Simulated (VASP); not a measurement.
# Cs (P6_3/mmc) in VASP: further runs

Cs is run at these levels: PBE; tasks: relaxation of shape and atoms at fixed volume.

Program: VASP 6.6.1. These are calculated values, not measurements. Logs are shortened: lines on timing, memory, paths and dates and some standing lists are left out, and cuts for length are marked.

### 1 The cell of the first run

It takes space group P6_3/mmc (No. 194, hexagonal). The conventional cell has a = 5.208 Å, b = 5.208 Å, c = 8.436 Å, α = 90.00°, β = 90.00°, γ = 120.00°.

This isn't the form of Cs at room conditions, which is bcc.

### 2 Relaxation of shape and atoms at fixed volume, PBE

INCAR

```
SYSTEM = Cs
PREC     = Accurate       ! precision mode
ENCUT    = 600            ! plane-wave cutoff, eV
EDIFF    = 1E-6           ! SCF threshold, eV
ISMEAR   = -1             ! smearing method
SIGMA    = 0.05           ! smearing width, eV
LREAL    = .False.        ! projectors in reciprocal space
LASPH    = .True.         ! aspherical terms in the spheres
NELM     = 100            ! most SCF steps
ALGO     = Normal         ! electronic algorithm
ISIF     = 4              ! what is computed and relaxed
LWAVE    = .False.        ! write WAVECAR
LCHARG   = .False.        ! write CHGCAR
GGA      = PE             ! functional
IBRION   = 2              ! ionic algorithm
NSW      = 50             ! ionic steps
EDIFFG   = -0.005         ! ionic threshold
```

KPOINTS

```
regular mesh
0
Gamma
  8 8 5
  0 0 0
```

POSCAR

```
Cs
1.0
    5.2075958901      0.0000000000      0.0000000000
   -2.6037979450      4.5099103334      0.0000000000
    0.0000000000      0.0000000000      8.4363053419
Cs
2
Direct
    0.3333333333      0.6666666667      0.2500000000
    0.6666666667      0.3333333333      0.7500000000
```

Potentials or basis: VASP PAW PBE potentials, release 64 (Cs_sv).

Launch:

```sh
$ cat potpaw_PBE.64/Cs_sv/POTCAR > POTCAR
$ mpirun -np 1 vasp_std > vasp.out
```

OUTCAR:

```text
SYSTEM = Cs
   PREC = Accurate
   ENCUT = 600
   EDIFF = 1E-6
   ISMEAR = -1
   LREAL = .False.
   LASPH = .True.
   NELM = 100
   ISIF = 4
   GGA = PE
   IBRION = 2
   NSW = 50
   EDIFFG = -0.005

 ion  position               nearest neighbor table
   1  0.333  0.667  0.250-
   2  0.667  0.333  0.750-

  LATTYP: Found a hexagonal cell.
 ALAT       =     5.2075958901
 C/A-ratio  =     1.6200000000

  Lattice vectors:

 A1 = (   5.2075958901,   0.0000000000,   0.0000000000)
 A2 = (  -2.6037979450,   4.5099103334,   0.0000000000)
 A3 = (   0.0000000000,   0.0000000000,   8.4363053419)

Analysis of symmetry for initial positions (statically):
=====================================================================
 Subroutine PRICEL returns:
 Original cell was already a primitive cell.

 Routine SETGRP: Setting up the symmetry group for a
 hexagonal supercell.

 Subroutine GETGRP returns: Found 24 space group operations
 (whereof 12 operations were pure point group operations)
 out of a pool of 24 trial point group operations.

The static configuration has the point symmetry D_3d.
 The point group associated with its full space group is D_6h.

Analysis of symmetry for dynamics (positions and initial velocities):
=====================================================================
 Subroutine PRICEL returns:
 Original cell was already a primitive cell.

 Routine SETGRP: Setting up the symmetry group for a
 hexagonal supercell.

 Subroutine GETGRP returns: Found 24 space group operations
 (whereof 12 operations were pure point group operations)
 out of a pool of 24 trial point group operations.

The dynamic configuration has the point symmetry D_3d.
 The point group associated with its full space group is D_6h.

 Subroutine INISYM returns: Found 24 space group operations
 (whereof 12 operations are pure point group operations),
 and found     1 'primitive' translations

----------------------------------------------------------------------------------------

                                     Primitive cell

  volume of cell :     198.1333

  direct lattice vectors                    reciprocal lattice vectors
     5.207595890  0.000000000  0.000000000     0.192027189  0.110866949  0.000000000
    -2.603797945  4.509910333  0.000000000     0.000000000  0.221733898  0.000000000
     0.000000000  0.000000000  8.436305342     0.000000000  0.000000000  0.118535302

  length of vectors
     5.207595890  5.207595890  8.436305342     0.221733898  0.221733898  0.118535302

  position of ions in fractional coordinates (direct lattice)
     0.333333333  0.666666667  0.250000000
     0.666666667  0.333333333  0.750000000

  ion indices of the primitive-cell ions
   primitive index   ion index
                 1           1
                 2           2

----------------------------------------------------------------------------------------

 KPOINTS: regular mesh

Automatic generation of k-mesh.
 Grid dimensions read from file:
 generate k-points for:    8    8    5

 Generating k-lattice:

  Cartesian coordinates                     Fractional coordinates (reciprocal lattice)
     0.024003399  0.013858369  0.000000000     0.125000000  0.000000000  0.000000000
     0.000000000  0.027716737  0.000000000     0.000000000  0.125000000  0.000000000
     0.000000000  0.000000000  0.023707060     0.000000000  0.000000000  0.200000000

  Length of vectors
     0.027716737  0.027716737  0.023707060

  Shift w.r.t. Gamma in fractional coordinates (k-lattice)
     0.000000000  0.000000000  0.000000000

 Subroutine IBZKPT returns following result:
 ===========================================

 Found     30 irreducible k-points:

 Following reciprocal coordinates:
            Coordinates               Weight
  0.000000  0.000000  0.000000      1.000000
  0.125000  0.000000  0.000000      6.000000
  0.250000  0.000000  0.000000      6.000000
  0.375000  0.000000  0.000000      6.000000
  0.500000  0.000000  0.000000      3.000000
  0.125000  0.125000  0.000000      6.000000
[... 16 lines left out ...]
  0.250000  0.000000  0.400000     12.000000
  0.375000  0.000000  0.400000     12.000000
 [... further k-points ...]
   k-points           NKPTS =     30   k-points in BZ     NKDIM =     30   number of bands    NBANDS=     13
   number of dos      NEDOS =    301   number of ions     NIONS =      2
   total plane-waves  NPLWV = 123480
   dimension x,y,z NGX =    42 NGY =   42 NGZ =   70
   dimension x,y,z NGXF=    84 NGYF=   84 NGZF=  140
   ions per type =               2
   NGX,Y,Z   is equivalent  to a cutoff of  13.41, 13.41, 13.79 a.u.
   NGXF,Y,Z  is equivalent  to a cutoff of  26.82, 26.82, 27.59 a.u.
 SYSTEM =  Cs
   PREC   = accura    normal or accurate (medium, high low for compatibility)
   ISTART =      0    job   : 0-new  1-cont  2-samecut
   ICHARG =      2    charge: 1-file 2-atom 10-const
   ISPIN  =      1    spin polarized calculation?
   LNONCOLLINEAR =      F non collinear calculations
   LSORBIT =      F    spin-orbit coupling
   LASPH  =      T    aspherical Exc in radial PAW
   ENCUT  =  600.0 eV  44.10 Ry    6.64 a.u.  10.40 10.40 16.85*2*pi/ulx,y,z
   NELM   =    100;   NELMIN=  2; NELMDL= -5     # of ELM steps
   EDIFF  = 0.1E-05   stopping-criterion for ELM
   LREAL  =      F    real-space projection
   EDIFFG = -.5E-02   stopping-criterion for IOM
   NSW    =     50    number of steps for IOM
   IBRION =      2    ionic relax: 0-MD 1-quasi-New 2-CG
   NFREE  =      1    steps in history (QN), initial steepest desc. (CG)
   ISIF   =      4    stress and relaxation
   ISYM   =      2    0-nonsym 1-usesym 2-fastsym
   POTIM  = 0.5000    time-step for ionic-motion
   TEBEG  =    0.0;   TEEND  =   0.0 temperature during run
   PSTRESS=    0.0 pullay stress
   NELECT =      18.0000    total number of electrons
   NUPDOWN=      -1.0000    fix difference up-down
   EMIN   =  10.00;   EMAX   =-10.00  energy-range for DOS
   EFERMI =   0.00;   METHOD = LEGACY
   ISMEAR =    -1;   SIGMA  =   0.05  broadening in eV -4-tet -1-fermi 0-gaus
   EFERMI_NEDOS =   21; number of points for ismear=-14 and -15
   IALGO  =     38    algorithm
   IMIX   =      4    mixing-type and parameters
     AMIX     =   0.40;   BMIX     =  1.00
     AMIX_MAG =   1.60;   BMIX_MAG =  1.00
  volume/ion in A,a.u.               =      99.07       668.53
  Fermi-wavevector in a.u.,A,eV,Ry     =   0.735947  1.390738  7.369159  0.541618
  Thomas-Fermi vector in A             =   1.829267
   LORBIT       =      0    0 simple, 1 ext, 2 COOP (PROOUT), +10 PAW based schemes
   GGA     = PE    functional components
   LHFCALC =     F    Hartree Fock is set to
   AEXX    =    0.0000 exact exchange contribution
   IVDW    =     0    specifies the selected vdW correction
   LEPSILON=     F    determine dielectric tensor
   LRPA    =     F    only Hartree local field effects (RPA)
 conjugate gradient relaxation of ions
 non-spin polarized calculation
  energy-cutoff  :      600.00
  volume of cell :      198.13
 maximum number of plane-waves:      6657
 NGX is ok and might be reduce to    42
   NGX = 21   NGY = 21   NGZ = 33

--------------------------------------- Ionic step        1  -------------------------------------------

 number of electron      17.9999999 magnetization

 Free energy of the ion-electron system (eV)
  ---------------------------------------------------
  ext. energy  EPLUGINS =         0.00000000
  ---------------------------------------------------
  free energy    TOTEN  =        -1.66350668 eV

  energy without entropy =       -1.63703977  energy(sigma->0) =       -1.65027323

------------------------ aborting loop because EDIFF is reached ----------------------------------------

  FORCE on cell =-STRESS in cart. coord.  units (eV):
  Direction    XX          YY          ZZ          XY          YZ          ZX
  --------------------------------------------------------------------------------------
  -------------------------------------------------------------------------------------
  Total        0.5610176      0.5610176      0.5118852      0.0000000      0.0000000     -0.0000000
  in kB        4.5365910      4.5365910      4.1392882      0.0000000      0.0000000     -0.0000000
  external PRESSURE =       4.4041568 kB  Pullay stress =       0.0000000 kB
[... 93 lines left out ...]
  energy  without entropy=       -1.6374222601  energy(sigma->0) =       -1.65052278

--------------------------------------- Ionic step        4  -------------------------------------------

 number of electron      17.9999999 magnetization

 Free energy of the ion-electron system (eV)
  ---------------------------------------------------
  ext. energy  EPLUGINS =         0.00000000
  ---------------------------------------------------
  free energy    TOTEN  =        -1.66366168 eV

  energy without entropy =       -1.63784167  energy(sigma->0) =       -1.65075167

 E-fermi :   0.8522     XC(G=0):  -5.7957

 val. band max:        0.8291765579   @ k =   0.5000   0.0000   0.2000
 cond. band min:       0.8922198797   @ k =   0.5000   0.0000   0.4000
 fundamental gap:      0.0630433218
 Fermi energy:         0.8521536345

 k-point     1 :       0.0000    0.0000    0.0000
  band No.  band energies     occupation
      1     -22.9233      2.00000
      2     -22.9098      2.00000
      3      -9.8684      2.00000
      4      -9.6730      2.00000
      5      -9.6730      2.00000
      6      -9.6399      2.00000
      7      -9.6399      2.00000
      8      -9.6337      2.00000
      9      -0.9726      2.00000
     10       0.7970      1.50155
     11       1.8502      0.00000
     12       3.2863      0.00000
     13       3.2863      0.00000
[... 353 lines left out ...]
 k-point    24 :       0.3750    0.0000    0.4000
  band No.  band energies     occupation
      1     -22.9111      2.00000
      2     -22.9091      2.00000
      3      -9.8372      2.00000
      4      -9.8210      2.00000
      5      -9.7113      2.00000
      6      -9.6972      2.00000
      7      -9.6826      2.00000
      8      -9.6808      2.00000
      9       0.5815      1.99113
     10       0.9056      0.51105
     11       1.9846      0.00000
     12       2.0095      0.00000
     13       2.5957      0.00000

 [... further k-points ...]

------------------------ aborting loop because EDIFF is reached ----------------------------------------

  FORCE on cell =-STRESS in cart. coord.  units (eV):
  Direction    XX          YY          ZZ          XY          YZ          ZX
  --------------------------------------------------------------------------------------
  -------------------------------------------------------------------------------------
  Total        0.5500281      0.5500281      0.5496681      0.0000000      0.0000000      0.0000000
  in kB        4.4477260      4.4477260      4.4448145      0.0000000      0.0000000      0.0000000
  external PRESSURE =       4.4467555 kB  Pullay stress =       0.0000000 kB
[... 17 lines left out ...]
  FREE ENERGIE OF THE ION-ELECTRON SYSTEM (eV)
  ---------------------------------------------------
  free  energy   TOTEN  =        -1.6636616766 eV

  energy  without entropy=       -1.6378416677  energy(sigma->0) =       -1.65075167

 reached required accuracy - stopping structural energy minimisation
```

Wall time 1.9 min (1 thread of AMD EPYC 9R45 (Zen 5), shared host); peak memory 0.35 GiB.

Results:

```yaml
Free_energy: -1.6637 eV
Energy_gained_by_relaxing: 0.1 meV/atom
Ionic_steps: 4
Pressure_after_relaxing: 0.4 GPa
Band_gap_on_the_k_mesh: zero (bands 9 and 10 overlap by 1.35 eV)
```

The path:
```
step  energy change (eV)  largest force (eV/Å)  pressure (GPa)  volume (Å³)
   1              0.0000                0.0000            0.44       198.13
   2              0.0000                0.0000            0.44       198.13
   3             -0.0001                0.0000            0.44       198.13
   4             -0.0002                0.0000            0.44       198.13
```

Final structure:
```
Cs
1.0
     5.22825    0.00000    0.00000
    -2.61413    4.52780    0.00000
     0.00000    0.00000    8.36978
Cs
2
Direct
  0.33333 0.66667 0.25000
  0.66667 0.33333 0.75000
```

Levels at points of the mesh, in eV from the Fermi level:
```csv
k point,band 5,band 6,band 7,band 8,band 9,band 10,band 11,band 12,band 13
"(0.00, 0.00, 0.00)",-10.53,-10.49,-10.49,-10.49,-1.82,-0.06,1.00,2.43,2.43
"(0.50, 0.00, 0.00)",-10.62,-10.57,-10.54,-10.52,-0.03,0.35,0.71,0.95,1.81
```

Caveat: spin-orbit coupling is left out, which moves the levels of the heavy elements.

### 3 Relaxation of shape and atoms at fixed volume, PBE

This run uses another cell than the first one, of 110.72 Å³/atom.

INCAR

```
ALGO     = Normal         # electronic algorithm
EDIFF    = 1E-6           # SCF threshold, eV
EDIFFG   = -0.005         # ionic threshold
ENCUT    = 600            # plane-wave cutoff, eV
GGA      = PE             # functional
IBRION   = 2              # ionic algorithm
ISIF     = 4              # what is computed and relaxed
ISMEAR   = -1             # smearing method
LASPH    = True           # aspherical terms in the spheres
LCHARG   = False          # write CHGCAR
LREAL    = False          # projectors in reciprocal space
LWAVE    = False          # write WAVECAR
NELM     = 60             # most SCF steps
NSW      = 50             # ionic steps
PREC     = Accurate       # precision mode
SIGMA    = 0.05           # smearing width, eV
```

KPOINTS

```
k-points
0
Gamma
  8 8 5
```

POSCAR

```
Cs
1.0
    5.4042923612      0.0000000000      0.0000000000
   -2.7021461806      4.6802544743      0.0000000000
    0.0000000000      0.0000000000      8.7549536252
Cs
2
Direct
    0.3333333333      0.6666666667      0.2500000000
    0.6666666667      0.3333333333      0.7500000000
```

Potentials or basis: VASP PAW PBE potentials, release 64 (Cs_sv).

Launch:

```sh
$ cat potpaw_PBE.64/Cs_sv/POTCAR > POTCAR
$ mpirun -np 1 vasp_std > vasp.out
```

It took 2.4 min on 1 thread of AMD EPYC 9R45 (Zen 5), shared host; peak memory 0.42 GiB.

Results (log left out):

- Free energy: -1.7043 eV
- Energy gained by relaxing: 0.1 meV/atom
- Ionic steps: 4
- Pressure after relaxing: 0.1 GPa
- Band gap on the k mesh: zero (bands 9 and 10 overlap by 1.34 eV)

The path:
```tsv
step	energy change (eV)	largest force (eV/Å)	pressure (GPa)	volume (Å³)
1	0.0000	0.0000	0.13	221.44
2	0.0000	0.0000	0.13	221.44
3	-0.0001	0.0000	0.13	221.44
4	-0.0002	0.0000	0.13	221.44
```

Final structure:
```yaml
crystal:
  lattice:
    - [5.42473, 0.00000, 0.00000]
    - [-2.71236, 4.69795, 0.00000]
    - [0.00000, 0.00000, 8.68913]
  atoms:
    - { symbol: Cs, position: [0.33333, 0.66667, 0.25000] }
    - { symbol: Cs, position: [0.66667, 0.33333, 0.75000] }
```

Levels at points of the mesh, in eV from the Fermi level:
| k point | band 5 | band 6 | band 7 | band 8 | band 9 | band 10 | band 11 | band 12 | band 13 |
| --- | --- | --- | --- | --- | --- | --- | --- | --- | --- |
| (0.00, 0.00, 0.00) | -10.59 | -10.57 | -10.57 | -10.56 | -1.71 | -0.01 | 0.86 | 2.39 | 2.39 |
| (0.50, 0.00, 0.00) | -10.65 | -10.62 | -10.60 | -10.58 | -0.03 | 0.34 | 0.78 | 0.96 | 1.71 |

Caveat: spin-orbit coupling is left out, which moves the levels of the heavy elements.

The gap in the log of VASP goes by the Fermi energy; the results here count the filled bands.